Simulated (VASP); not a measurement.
# Li (Im-3m) in VASP: a series of runs

The runs below take Li through single point, relaxation of cell and atoms, with LDA.

All numbers are computed with VASP 6.6.1; they aren't measurements. Logs are shortened: lines on timing, memory, paths and dates and some standing lists are left out, and cuts for length are marked.

## Step 1: The cell of the first run

The structure is cubic, space group Im-3m (No. 229). Conventional cell: a = 3.367 Å, b = 3.367 Å, c = 3.367 Å, α = 90.00°, β = 90.00°, γ = 90.00°. Within 3.8 Å of Li (site symmetry m-3m) lie 14 Li at 2.92 to 3.37 Å.

## Step 2: Single point, LDA

INCAR reads:

```
SYSTEM = Li
  ALGO = Normal
  EDIFF = 1E-7
  ENCUT = 520
  ISIF = 2
  ISMEAR = 1
  LASPH = .TRUE.
  LCHARG = .FALSE.
  LREAL = .FALSE.
  LWAVE = .FALSE.
  NBANDS = 8
  NELM = 60
  PREC = Accurate
  SIGMA = 0.1
```

KPOINTS reads:

```
k-points
0
G
  10 10 10
  0 0 0
```

POSCAR reads:

```
Li
1.0
   -1.6835444228      1.6835444228      1.6835444228
    1.6835444228     -1.6835444228      1.6835444228
    1.6835444228      1.6835444228     -1.6835444228
Li
1
Direct
    0.0000000000      0.0000000000      0.0000000000
```

Potentials or basis: VASP PAW LDA potentials, release 64 (Li_sv).

Run with:

```
> cat potpaw_LDA.64/Li_sv/POTCAR > POTCAR
> mpirun -np 1 vasp_std > vasp.out
```

OUTCAR:

```text
SYSTEM = Li
   EDIFF = 1E-7
   ENCUT = 520
   ISIF = 2
   ISMEAR = 1
   LASPH = .TRUE.
   LREAL = .FALSE.
   NELM = 60
   PREC = Accurate

 ion  position               nearest neighbor table
   1  0.000  0.000  0.000-

  LATTYP: Found a body centered cubic cell.
 ALAT       =     3.3670888456

  Lattice vectors:

 A1 = (  -1.6835444228,   1.6835444228,   1.6835444228)
 A2 = (   1.6835444228,  -1.6835444228,   1.6835444228)
 A3 = (   1.6835444228,   1.6835444228,  -1.6835444228)

Analysis of symmetry for initial positions (statically):
=====================================================================
 Subroutine PRICEL returns:
 Original cell was already a primitive cell.

 Routine SETGRP: Setting up the symmetry group for a
 body centered cubic supercell.

 Subroutine GETGRP returns: Found 48 space group operations
 (whereof 48 operations were pure point group operations)
 out of a pool of 48 trial point group operations.

The static configuration has the point symmetry O_h .

Analysis of symmetry for dynamics (positions and initial velocities):
=====================================================================
 Subroutine PRICEL returns:
 Original cell was already a primitive cell.

 Routine SETGRP: Setting up the symmetry group for a
 body centered cubic supercell.

 Subroutine GETGRP returns: Found 48 space group operations
 (whereof 48 operations were pure point group operations)
 out of a pool of 48 trial point group operations.

The dynamic configuration has the point symmetry O_h .

 Subroutine INISYM returns: Found 48 space group operations
 (whereof 48 operations are pure point group operations),
 and found     1 'primitive' translations

----------------------------------------------------------------------------------------

                                     Primitive cell

  volume of cell :      19.0868

  direct lattice vectors                    reciprocal lattice vectors
    -1.683544423  1.683544423  1.683544423     0.000000000  0.296992460  0.296992460
     1.683544423 -1.683544423  1.683544423     0.296992460  0.000000000  0.296992460
     1.683544423  1.683544423 -1.683544423     0.296992460  0.296992460  0.000000000

  length of vectors
     2.915984477  2.915984477  2.915984477     0.420010765  0.420010765  0.420010765

  position of ions in fractional coordinates (direct lattice)
     0.000000000  0.000000000  0.000000000

  ion indices of the primitive-cell ions
   primitive index   ion index
                 1           1

----------------------------------------------------------------------------------------

 KPOINTS: k-points

Automatic generation of k-mesh.
 Grid dimensions read from file:
 generate k-points for:   10   10   10

 Generating k-lattice:

  Cartesian coordinates                     Fractional coordinates (reciprocal lattice)
     0.000000000  0.029699246  0.029699246     0.100000000  0.000000000  0.000000000
     0.029699246  0.000000000  0.029699246     0.000000000  0.100000000  0.000000000
     0.029699246  0.029699246  0.000000000     0.000000000  0.000000000  0.100000000

  Length of vectors
     0.042001077  0.042001077  0.042001077

  Shift w.r.t. Gamma in fractional coordinates (k-lattice)
     0.000000000  0.000000000  0.000000000

 Subroutine IBZKPT returns following result:
 ===========================================

 Found     47 irreducible k-points:

 Following reciprocal coordinates:
            Coordinates               Weight
  0.000000  0.000000  0.000000      1.000000
  0.100000  0.000000  0.000000     12.000000
  0.200000  0.000000  0.000000     12.000000
  0.300000  0.000000  0.000000     12.000000
  0.400000  0.000000  0.000000     12.000000
  0.500000  0.000000  0.000000      6.000000
[... 16 lines left out ...]
  0.300000  0.300000  0.100000      8.000000
 -0.300000  0.300000  0.100000     24.000000
 [... further k-points ...]
   k-points           NKPTS =     47   k-points in BZ     NKDIM =     47   number of bands    NBANDS=      8
   number of dos      NEDOS =    301   number of ions     NIONS =      1
   total plane-waves  NPLWV =  13824
   dimension x,y,z NGX =    24 NGY =   24 NGZ =   24
   dimension x,y,z NGXF=    48 NGYF=   48 NGZF=   48
   ions per type =               1
   NGX,Y,Z   is equivalent  to a cutoff of  13.68, 13.68, 13.68 a.u.
   NGXF,Y,Z  is equivalent  to a cutoff of  27.37, 27.37, 27.37 a.u.
 SYSTEM =  Li
   PREC   = accura    normal or accurate (medium, high low for compatibility)
   ISTART =      0    job   : 0-new  1-cont  2-samecut
   ICHARG =      2    charge: 1-file 2-atom 10-const
   ISPIN  =      1    spin polarized calculation?
   LNONCOLLINEAR =      F non collinear calculations
   LSORBIT =      F    spin-orbit coupling
   LASPH  =      T    aspherical Exc in radial PAW
   ENCUT  =  520.0 eV  38.22 Ry    6.18 a.u.   5.42  5.42  5.42*2*pi/ulx,y,z
   NELM   =     60;   NELMIN=  2; NELMDL= -5     # of ELM steps
   EDIFF  = 0.1E-06   stopping-criterion for ELM
   LREAL  =      F    real-space projection
   EDIFFG = 0.1E-05   stopping-criterion for IOM
   NSW    =      0    number of steps for IOM
   IBRION =     -1    ionic relax: 0-MD 1-quasi-New 2-CG
   NFREE  =      0    steps in history (QN), initial steepest desc. (CG)
   ISIF   =      2    stress and relaxation
   ISYM   =      2    0-nonsym 1-usesym 2-fastsym
   POTIM  = 0.5000    time-step for ionic-motion
   TEBEG  =    0.0;   TEEND  =   0.0 temperature during run
   PSTRESS=    0.0 pullay stress
   NELECT =       3.0000    total number of electrons
   NUPDOWN=      -1.0000    fix difference up-down
   EMIN   =  10.00;   EMAX   =-10.00  energy-range for DOS
   EFERMI =   0.00;   METHOD = LEGACY
   ISMEAR =     1;   SIGMA  =   0.10  broadening in eV -4-tet -1-fermi 0-gaus
   EFERMI_NEDOS =   21; number of points for ismear=-14 and -15
   IALGO  =     38    algorithm
   IMIX   =      4    mixing-type and parameters
     AMIX     =   0.40;   BMIX     =  1.00
     AMIX_MAG =   1.60;   BMIX_MAG =  1.00
  volume/ion in A,a.u.               =      19.09       128.80
  Fermi-wavevector in a.u.,A,eV,Ry     =   0.883495  1.669563 10.620206  0.780563
  Thomas-Fermi vector in A             =   2.004268
   LORBIT       =      0    0 simple, 1 ext, 2 COOP (PROOUT), +10 PAW based schemes
   GGA     = CA    functional components
   LHFCALC =     F    Hartree Fock is set to
   AEXX    =    0.0000 exact exchange contribution
   IVDW    =     0    specifies the selected vdW correction
   LEPSILON=     F    determine dielectric tensor
   LRPA    =     F    only Hartree local field effects (RPA)
 non-spin polarized calculation
 Methfessel and Paxton  Order N= 1 SIGMA  =   0.10
  energy-cutoff  :      520.00
  volume of cell :       19.09
 maximum number of plane-waves:       531
 NGX is ok and might be reduce to    24
   NGX = 11   NGY = 11   NGZ = 11

 number of electron       3.0000007 magnetization

 Free energy of the ion-electron system (eV)
  ---------------------------------------------------
  ext. energy  EPLUGINS =         0.00000000
  ---------------------------------------------------
  free energy    TOTEN  =        -2.03584931 eV

  energy without entropy =       -2.03561892  energy(sigma->0) =       -2.03577251

 E-fermi :   0.8229     XC(G=0):  -7.2975

 val. band max:        0.7777344808   @ k =   0.3000   0.2000   0.0000
 cond. band min:       0.9012585188   @ k =   0.4000   0.1000   0.0000
 fundamental gap:      0.1235240379
 Fermi energy:         0.8228600537

 k-point     1 :       0.0000    0.0000    0.0000
  band No.  band energies     occupation
      1     -44.7585      2.00000
      2      -2.7938      2.00000
      3      15.7468      0.00000
      4      15.7468      0.00000
      5      15.7468      0.00000
      6      20.8996      0.00000
      7      20.8996      0.00000
      8      20.8996      0.00000

 k-point     2 :       0.1000    0.0000    0.0000
  band No.  band energies     occupation
      1     -44.7559      2.00000
      2      -2.6041      2.00000
      3      14.4802      0.00000
      4      14.9009      0.00000
      5      15.4261      0.00000
      6      18.9712      0.00000
      7      19.1393      0.00000
      8      20.8960      0.00000

 k-point     3 :       0.2000    0.0000    0.0000
  band No.  band energies     occupation
      1     -44.7490      2.00000
      2      -2.0344      2.00000
      3      11.4207      0.00000
      4      13.5032      0.00000
      5      14.6261      0.00000
      6      17.3295      0.00000
      7      18.1876      0.00000
      8      20.8720      0.00000

 k-point     4 :       0.3000    0.0000    0.0000
  band No.  band energies     occupation
      1     -44.7405      2.00000
      2      -1.0924      2.00000
      3       8.2540      0.00000
      4      12.3563      0.00000
      5      13.7727      0.00000
      6      16.0179      0.00000
      7      18.2179      0.00000
      8      21.7579      0.00000

 k-point     5 :       0.4000    0.0000    0.0000
  band No.  band energies     occupation
      1     -44.7337      2.00000
      2       0.1378      2.00000
      3       5.6118      0.00000
      4      11.6384      0.00000
      5      13.1791      0.00000
      6      15.2281      0.00000
      7      18.5043      0.00000
      8      23.1866      0.00000

 k-point     6 :       0.5000    0.0000    0.0000
  band No.  band energies     occupation
      1     -44.7310      2.00000
      2       0.9894     -0.04014
      3       4.2815      0.00000
      4      11.3958      0.00000
      5      12.9710      0.00000
      6      14.9645      0.00000
      7      18.6716      0.00000
      8      24.2391      0.00000

 k-point     7 :       0.1000    0.1000    0.0000
  band No.  band energies     occupation
      1     -44.7511      2.00000
      2      -2.2240      2.00000
      3      12.9336      0.00000
      4      13.1729      0.00000
      5      14.4527      0.00000
      6      18.2628      0.00000
      7      18.5789      0.00000
      8      20.8485      0.00000

 k-point     8 :       0.2000    0.1000   -0.0000
  band No.  band energies     occupation
      1     -44.7435      2.00000
      2      -1.4631      2.00000
      3       9.8215      0.00000
      4      11.8550      0.00000
      5      13.3703      0.00000
      6      17.9823      0.00000
      7      18.2353      0.00000
      8      21.3760      0.00000

 k-point     9 :       0.3000    0.1000    0.0000
  band No.  band energies     occupation
      1     -44.7358      2.00000
      2      -0.3454      2.00000
      3       6.8825      0.00000
      4      10.9609      0.00000
      5      12.5352      0.00000
      6      17.3358      0.00000
      7      18.5641      0.00000
      8      22.4497      0.00000

 k-point    10 :       0.4000    0.1000    0.0000
  band No.  band energies     occupation
      1     -44.7311      2.00000
      2       0.9013      0.02833
      3       4.6917      0.00000
      4      10.5024      0.00000
      5      12.0929      0.00000
      6      16.9392      0.00000
      7      18.9749      0.00000
      8      23.7932      0.00000
[... 78 lines left out ...]
 k-point    18 :       0.4000    0.1000    0.1000
  band No.  band energies     occupation
      1     -44.7303      2.00000
      2       1.5124     -0.00000
      3       4.2724      0.00000
      4       9.2661      0.00000
      5      10.6752      0.00000
      6      19.3690      0.00000
      7      20.6063      0.00000
      8      25.0564      0.00000

 k-point    19 :      -0.1000    0.1000    0.1000
  band No.  band energies     occupation
      1     -44.7533      2.00000
      2      -2.4129      2.00000
      3      13.9291      0.00000
      4      13.9291      0.00000
      5      15.0601      0.00000
      6      17.3752      0.00000
      7      20.0598      0.00000
      8      20.0598      0.00000

 k-point    20 :       0.2000    0.2000    0.1000
  band No.  band energies     occupation
      1     -44.7330      2.00000
      2       0.4391      2.00000
      3       6.6937      0.00000
      4       8.1713      0.00000
      5      10.7106      0.00000
      6      20.9888      0.00000
      7      21.2420      0.00000
      8      24.4914      0.00000

 k-point    21 :       0.3000    0.2000    0.1000
  band No.  band energies     occupation
      1     -44.7298      2.00000
      2       1.8366     -0.00000
      3       4.6522      0.00000
      4       7.4285      0.00000
      5      10.4165      0.00000
      6      21.5231      0.00000
      7      22.2544      0.00000
      8      25.4471      0.00000

 k-point    22 :      -0.2000    0.2000    0.1000
  band No.  band energies     occupation
      1     -44.7467      2.00000
      2      -1.8389      2.00000
      3      11.4109      0.00000
      4      12.4352      0.00000
      5      14.5073      0.00000
      6      16.2797      0.00000
      7      18.8721      0.00000
      8      20.6088      0.00000

 k-point    23 :       0.3000    0.3000    0.1000
  band No.  band energies     occupation
      1     -44.7288      2.00000
      2       3.3362      0.00000
      3       3.3362      0.00000
      4       6.5816      0.00000
      5      10.2969      0.00000
      6      22.5538      0.00000
      7      23.8182      0.00000
      8      23.8182      0.00000

 k-point    24 :      -0.3000    0.3000    0.1000
  band No.  band energies     occupation
      1     -44.7385      2.00000
      2      -0.8878      2.00000
      3       8.3417      0.00000
      4      11.2457      0.00000
      5      13.7608      0.00000
      6      16.5952      0.00000
      7      17.6375      0.00000
      8      21.5342      0.00000

 [... further k-points ...]

------------------------ aborting loop because EDIFF is reached ----------------------------------------

  FORCE on cell =-STRESS in cart. coord.  units (eV):
  Direction    XX          YY          ZZ          XY          YZ          ZX
  --------------------------------------------------------------------------------------
  -------------------------------------------------------------------------------------
  Total       -0.0151069     -0.0151069     -0.0151069      0.0000000      0.0000000     -0.0000000
  in kB       -1.2680925     -1.2680925     -1.2680925      0.0000000      0.0000000     -0.0000000
  external PRESSURE =      -1.2680925 kB  Pullay stress =       0.0000000 kB

 VOLUME and BASIS-vectors are now :
 -----------------------------------------------------------------------------
  energy-cutoff  :      520.00
  volume of cell :       19.09
      direct lattice vectors                 reciprocal lattice vectors
    -1.683544423  1.683544423  1.683544423     0.000000000  0.296992460  0.296992460
     1.683544423 -1.683544423  1.683544423     0.296992460  0.000000000  0.296992460
     1.683544423  1.683544423 -1.683544423     0.296992460  0.296992460  0.000000000

 POSITION                                       TOTAL-FORCE (eV/Angst)
 -----------------------------------------------------------------------------------
      0.00000      0.00000      0.00000         0.000000      0.000000     -0.000000
 -----------------------------------------------------------------------------------
    total drift:                               -0.000000     -0.000000      0.000000

  FREE ENERGIE OF THE ION-ELECTRON SYSTEM (eV)
  ---------------------------------------------------
  free  energy   TOTEN  =        -2.0358493089 eV

  energy  without entropy=       -2.0356189241  energy(sigma->0) =       -2.03577251
```

Wall time 2.8 s (1 thread of AMD EPYC 9R45 (Zen 5), shared host); peak memory 0.09 GiB.

What came out:

```
Free energy            : -2.0358 eV
Band gap on the k mesh : zero (an odd number of electrons rules out a gap without spin polarisation)
```

Levels at points of the mesh, in eV from the Fermi level:
```
           k point  band 1  band 2  band 3  band 4  band 5
(0.00, 0.00, 0.00)  -45.58   -3.62   14.92   14.92   14.92
(0.50, 0.00, 0.00)  -45.55    0.17    3.46   10.57   12.15
(0.50, 0.50, 0.50)  -45.54    5.60    5.60    5.60    8.07
```

Caveat: the cutoff is under 1.25 times the usual one of these potentials, so pressure, stress and relaxed cells hold a basis-set (Pulay) error.

(Part 1 of 2 ends here.)
